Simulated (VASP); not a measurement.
# Ga2O3 (R-3c) in VASP: single point with PBE

Aim: the single point of Ga2O3 with PBE.

Program: VASP 6.6.1. These are calculated values, not measurements. Logs are shortened: lines on timing, memory, paths and dates and some standing lists are left out, and cuts for length are marked.

## Step 1: The cell of the first run

Symmetry: R-3c, No. 167, trigonal system. Conventional cell: a = 5.057 Å, b = 5.057 Å, c = 13.623 Å, α = 90.00°, β = 90.00°, γ = 120.00°. Within 2.6 Å of Ga (site symmetry 3) lie 6 O at 1.95 to 2.11 Å. O (site symmetry 2) has 4 Ga at 1.95 to 2.11 Å and 8 O at 2.66 to 2.88 Å within 2.9 Å.

## Step 2: Single point, PBE

INCAR reads:

```
ALGO = Normal
EDIFF = 1E-6
ENCUT = 520
GGA = PE
ISIF = 2
ISMEAR = 0
LASPH = True
LCHARG = False
LREAL = False
LWAVE = False
NBANDS = 55
NELM = 60
PREC = Accurate
SIGMA = 0.02
```

KPOINTS reads:

```
k-points
0
Gamma
  6 6 6
```

POSCAR reads:

```
Ga2O3
1.0
    2.5287245561      1.4599598031      4.5410352161
   -2.5287245561      1.4599598031      4.5410352161
    0.0000000000     -2.9199196063      4.5410352161
Ga O
4 6
Direct
    0.3558687536      0.3558687536      0.3558687536
    0.1441312464      0.1441312464      0.1441312464
    0.6441312464      0.6441312464      0.6441312464
    0.8558687536      0.8558687536      0.8558687536
    0.5531733334      0.9468266666      0.2500000000
    0.2500000000      0.5531733334      0.9468266666
    0.9468266666      0.2500000000      0.5531733334
    0.4468266666      0.0531733334      0.7500000000
    0.7500000000      0.4468266666      0.0531733334
    0.0531733334      0.7500000000      0.4468266666
```

Potentials or basis: VASP PAW PBE potentials, release 64 (Ga_d, O).

Command:

```bash
> cat potpaw_PBE.64/Ga_d/POTCAR potpaw_PBE.64/O/POTCAR > POTCAR
> mpirun -np 1 vasp_std > vasp.out
```

OUTCAR:

```text
EDIFF = 1E-6
   ENCUT = 520
   GGA = PE
   ISIF = 2
   ISMEAR = 0
   LASPH = True
   LREAL = False
   NELM = 60
   PREC = Accurate

 ion  position               nearest neighbor table
   1  0.356  0.356  0.356-   9 1.95   8 1.95  10 1.95   7 2.11   6 2.11   5 2.11   2 2.88
   2  0.144  0.144  0.144-  10 1.95   8 1.95   9 1.95   6 2.11   7 2.11   5 2.11   1 2.88
   3  0.644  0.644  0.644-   6 1.95   5 1.95   7 1.95  10 2.11   9 2.11   8 2.11   4 2.88
   4  0.856  0.856  0.856-   7 1.95   5 1.95   6 1.95   9 2.11  10 2.11   8 2.11   3 2.88
   5  0.553  0.947  0.250-   3 1.95   4 1.95   1 2.11   2 2.11
   6  0.250  0.553  0.947-   3 1.95   4 1.95   2 2.11   1 2.11
   7  0.947  0.250  0.553-   4 1.95   3 1.95   1 2.11   2 2.11
   8  0.447  0.053  0.750-   1 1.95   2 1.95   3 2.11   4 2.11
   9  0.750  0.447  0.053-   1 1.95   2 1.95   4 2.11   3 2.11
  10  0.053  0.750  0.447-   2 1.95   1 1.95   3 2.11   4 2.11

  LATTYP: Found a trigonal (rhomboedric) cell.
 ALAT       =     5.3987898034
 COS(alpha) =     0.5612266825

  Lattice vectors:

 A1 = (   2.5287245561,   1.4599598031,   4.5410352161)
 A2 = (  -2.5287245561,   1.4599598031,   4.5410352161)
 A3 = (   0.0000000000,  -2.9199196063,   4.5410352161)

Analysis of symmetry for initial positions (statically):
=====================================================================
 Subroutine PRICEL returns:
 Original cell was already a primitive cell.

 Routine SETGRP: Setting up the symmetry group for a
 trigonal (rhombohedral) supercell.

 Subroutine GETGRP returns: Found 12 space group operations
 (whereof  6 operations were pure point group operations)
 out of a pool of 12 trial point group operations.

The static configuration has the point symmetry S_6 .
 The point group associated with its full space group is D_3d.

Analysis of symmetry for dynamics (positions and initial velocities):
=====================================================================
 Subroutine PRICEL returns:
 Original cell was already a primitive cell.

 Routine SETGRP: Setting up the symmetry group for a
 trigonal (rhombohedral) supercell.

 Subroutine GETGRP returns: Found 12 space group operations
 (whereof  6 operations were pure point group operations)
 out of a pool of 12 trial point group operations.

The dynamic configuration has the point symmetry S_6 .
 The point group associated with its full space group is D_3d.

 Subroutine INISYM returns: Found 12 space group operations
 (whereof  6 operations are pure point group operations),
 and found     1 'primitive' translations

----------------------------------------------------------------------------------------

                                     Primitive cell

  volume of cell :     100.5885

  direct lattice vectors                    reciprocal lattice vectors
     2.528724556  1.459959803  4.541035216     0.197728139  0.114158394  0.073404701
    -2.528724556  1.459959803  4.541035216    -0.197728139  0.114158394  0.073404701
     0.000000000 -2.919919606  4.541035216     0.000000000 -0.228316788  0.073404701

  length of vectors
     5.398789803  5.398789803  5.398789803     0.239826617  0.239826617  0.239826617

  position of ions in fractional coordinates (direct lattice)
     0.355868754  0.355868754  0.355868754
     0.144131246  0.144131246  0.144131246
     0.644131246  0.644131246  0.644131246
     0.855868754  0.855868754  0.855868754
     0.553173333  0.946826667  0.250000000
     0.250000000  0.553173333  0.946826667
     0.946826667  0.250000000  0.553173333
     0.446826667  0.053173333  0.750000000
     0.750000000  0.446826667  0.053173333
     0.053173333  0.750000000  0.446826667

  ion indices of the primitive-cell ions
   primitive index   ion index
                 1           1
                 2           2
                 3           3
                 4           4
                 5           5
                 6           6
                 7           7
                 8           8
                 9           9
                10          10

----------------------------------------------------------------------------------------

 KPOINTS: k-points

Automatic generation of k-mesh.
 Grid dimensions read from file:
 generate k-points for:    6    6    6

 Generating k-lattice:

  Cartesian coordinates                     Fractional coordinates (reciprocal lattice)
     0.032954690  0.019026399  0.012234117     0.166666667  0.000000000  0.000000000
    -0.032954690  0.019026399  0.012234117     0.000000000  0.166666667  0.000000000
     0.000000000 -0.038052798  0.012234117     0.000000000  0.000000000  0.166666667

  Length of vectors
     0.039971103  0.039971103  0.039971103

  Shift w.r.t. Gamma in fractional coordinates (k-lattice)
     0.000000000  0.000000000  0.000000000

 Subroutine IBZKPT returns following result:
 ===========================================

 Found     32 irreducible k-points:

 Following reciprocal coordinates:
            Coordinates               Weight
  0.000000  0.000000  0.000000      1.000000
  0.166667  0.000000 -0.000000      6.000000
  0.333333  0.000000 -0.000000      6.000000
  0.500000  0.000000  0.000000      3.000000
  0.166667  0.166667  0.000000      6.000000
  0.333333  0.166667  0.000000     12.000000
[... 16 lines left out ...]
  0.500000  0.500000  0.166667      6.000000
 -0.333333  0.500000  0.166667     12.000000
 [... further k-points ...]
   k-points           NKPTS =     32   k-points in BZ     NKDIM =     32   number of bands    NBANDS=     55
   number of dos      NEDOS =    301   number of ions     NIONS =     10
   total plane-waves  NPLWV =  64000
   dimension x,y,z NGX =    40 NGY =   40 NGZ =   40
   dimension x,y,z NGXF=    80 NGYF=   80 NGZF=   80
   ions per type =               4   6
   NGX,Y,Z   is equivalent  to a cutoff of  12.32, 12.32, 12.32 a.u.
   NGXF,Y,Z  is equivalent  to a cutoff of  24.63, 24.63, 24.63 a.u.
 SYSTEM =  unknown system
   PREC   = accura    normal or accurate (medium, high low for compatibility)
   ISTART =      0    job   : 0-new  1-cont  2-samecut
   ICHARG =      2    charge: 1-file 2-atom 10-const
   ISPIN  =      1    spin polarized calculation?
   LNONCOLLINEAR =      F non collinear calculations
   LSORBIT =      F    spin-orbit coupling
   LASPH  =      T    aspherical Exc in radial PAW
   ENCUT  =  520.0 eV  38.22 Ry    6.18 a.u.  10.04 10.04 10.04*2*pi/ulx,y,z
   NELM   =     60;   NELMIN=  2; NELMDL= -5     # of ELM steps
   EDIFF  = 0.1E-05   stopping-criterion for ELM
   LREAL  =      F    real-space projection
   EDIFFG = 0.1E-04   stopping-criterion for IOM
   NSW    =      0    number of steps for IOM
   IBRION =     -1    ionic relax: 0-MD 1-quasi-New 2-CG
   NFREE  =      0    steps in history (QN), initial steepest desc. (CG)
   ISIF   =      2    stress and relaxation
   ISYM   =      2    0-nonsym 1-usesym 2-fastsym
   POTIM  = 0.5000    time-step for ionic-motion
   TEBEG  =    0.0;   TEEND  =   0.0 temperature during run
   PSTRESS=    0.0 pullay stress
   NELECT =      88.0000    total number of electrons
   NUPDOWN=      -1.0000    fix difference up-down
   EMIN   =  10.00;   EMAX   =-10.00  energy-range for DOS
   EFERMI =   0.00;   METHOD = LEGACY
   ISMEAR =     0;   SIGMA  =   0.02  broadening in eV -4-tet -1-fermi 0-gaus
   EFERMI_NEDOS =   21; number of points for ismear=-14 and -15
   IALGO  =     38    algorithm
   IMIX   =      4    mixing-type and parameters
     AMIX     =   0.40;   BMIX     =  1.00
     AMIX_MAG =   1.60;   BMIX_MAG =  1.00
  volume/ion in A,a.u.               =      10.06        67.88
  Fermi-wavevector in a.u.,A,eV,Ry     =   1.565740  2.958819 33.355234  2.451541
  Thomas-Fermi vector in A             =   2.668171
   LORBIT       =      0    0 simple, 1 ext, 2 COOP (PROOUT), +10 PAW based schemes
   GGA     = PE    functional components
   LHFCALC =     F    Hartree Fock is set to
   AEXX    =    0.0000 exact exchange contribution
   IVDW    =     0    specifies the selected vdW correction
   LEPSILON=     F    determine dielectric tensor
   LRPA    =     F    only Hartree local field effects (RPA)
 non-spin polarized calculation
 Gauss-broadening in eV      SIGMA  =   0.02
  energy-cutoff  :      520.00
  volume of cell :      100.59
 maximum number of plane-waves:      2730
   NGX = 21   NGY = 21   NGZ = 21

 number of electron      88.0000003 magnetization

 Free energy of the ion-electron system (eV)
  ---------------------------------------------------
  ext. energy  EPLUGINS =         0.00000000
  ---------------------------------------------------
  free energy    TOTEN  =       -59.39326673 eV

  energy without entropy =      -59.39326673  energy(sigma->0) =      -59.39326673

 E-fermi :   4.2254     XC(G=0): -11.9629

 val. band max:        4.1070055512   @ k =  -0.1667   0.1667   0.0000
 cond. band min:       6.4998744459   @ k =   0.0000   0.0000   0.0000
 fundamental gap:      2.3928688947
 Fermi energy:         4.2254170274

 k-point     1 :       0.0000    0.0000    0.0000
  band No.  band energies     occupation
      1     -14.5772      2.00000
      2     -12.7182      2.00000
      3     -12.7182      2.00000
      4     -12.6940      2.00000
      5     -12.6756      2.00000
      6     -12.6756      2.00000
[... 47 lines left out ...]
     54      15.0005      0.00000
     55      16.0700      0.00000

 k-point     2 :       0.1667    0.0000   -0.0000
  band No.  band energies     occupation
      1     -14.4592      2.00000
      2     -12.8403      2.00000
      3     -12.7302      2.00000
      4     -12.7256      2.00000
      5     -12.6848      2.00000
      6     -12.6647      2.00000
[... 47 lines left out ...]
     54      15.5974      0.00000
     55      15.8932      0.00000
[... 1216 lines left out ...]
     54      16.0243      0.00000
     55      16.1082      0.00000

 k-point    24 :      -0.3333    0.5000    0.1667
  band No.  band energies     occupation
      1     -13.6132      2.00000
      2     -13.3236      2.00000
      3     -13.0380      2.00000
      4     -12.9233      2.00000
      5     -12.7121      2.00000
      6     -12.6732      2.00000
[... 47 lines left out ...]
     54      15.8600      0.00000
     55      16.1468      0.00000

 [... further k-points ...]

------------------------ aborting loop because EDIFF is reached ----------------------------------------

  FORCE on cell =-STRESS in cart. coord.  units (eV):
  Direction    XX          YY          ZZ          XY          YZ          ZX
  --------------------------------------------------------------------------------------
  -------------------------------------------------------------------------------------
  Total        0.6620499      0.6620499      0.5581584      0.0000000     -0.0000000      0.0000000
  in kB       10.5451499     10.5451499      8.8903627      0.0000000     -0.0000000      0.0000000
  external PRESSURE =       9.9935542 kB  Pullay stress =       0.0000000 kB

 VOLUME and BASIS-vectors are now :
 -----------------------------------------------------------------------------
  energy-cutoff  :      520.00
  volume of cell :      100.59
      direct lattice vectors                 reciprocal lattice vectors
     2.528724556  1.459959803  4.541035216     0.197728139  0.114158394  0.073404701
    -2.528724556  1.459959803  4.541035216    -0.197728139  0.114158394  0.073404701
     0.000000000 -2.919919606  4.541035216     0.000000000 -0.228316788  0.073404701

 POSITION                                       TOTAL-FORCE (eV/Angst)
 -----------------------------------------------------------------------------------
      0.00000     -0.00000      4.84804        -0.000000     -0.000000      0.006101
      0.00000     -0.00000      1.96352        -0.000000      0.000000     -0.006101
      0.00000     -0.00000      8.77507        -0.000000      0.000000     -0.006101
      0.00000     -0.00000     11.65959        -0.000000     -0.000000      0.006101
     -0.99544      1.45996      7.94681        -0.005450      0.000000      0.000000
     -0.76664     -1.59206      7.94681         0.002725     -0.004720      0.000000
      1.76208      0.13210      7.94681         0.002725      0.004720      0.000000
      0.99544     -1.45996      5.67629         0.005450      0.000000      0.000000
      0.76664      1.59206      5.67629        -0.002725      0.004720      0.000000
     -1.76208     -0.13210      5.67629        -0.002725     -0.004720      0.000000
 -----------------------------------------------------------------------------------
    total drift:                               -0.000000      0.000000      0.000000

  FREE ENERGIE OF THE ION-ELECTRON SYSTEM (eV)
  ---------------------------------------------------
  free  energy   TOTEN  =       -59.3932667282 eV

  energy  without entropy=      -59.3932667282  energy(sigma->0) =      -59.39326673
```

It took 5.3 min on 1 thread of Intel Xeon 8259CL, shared host; peak memory 0.31 GiB.

What came out:

| Item | Value |
| --- | --- |
| Free energy | -59.3933 eV |
| Pressure | 1.0 GPa |
| Largest force | 0.006 eV/Å |
| Band gap on the k mesh | 2.39 eV (least direct gap 2.63 eV) |

Forces in eV/Å, atoms in the order of the input:
```
Ga   0.000  0.000  0.006
Ga   0.000  0.000 -0.006
Ga   0.000  0.000 -0.006
Ga   0.000  0.000  0.006
O   -0.005  0.000  0.000
O    0.003 -0.005  0.000
O    0.003  0.005  0.000
O    0.005  0.000  0.000
O   -0.003  0.005  0.000
O   -0.003 -0.005  0.000
```

A k mesh can miss the band edges. Expect the measured gap to be larger: semilocal functionals such as PBE lack the derivative discontinuity.
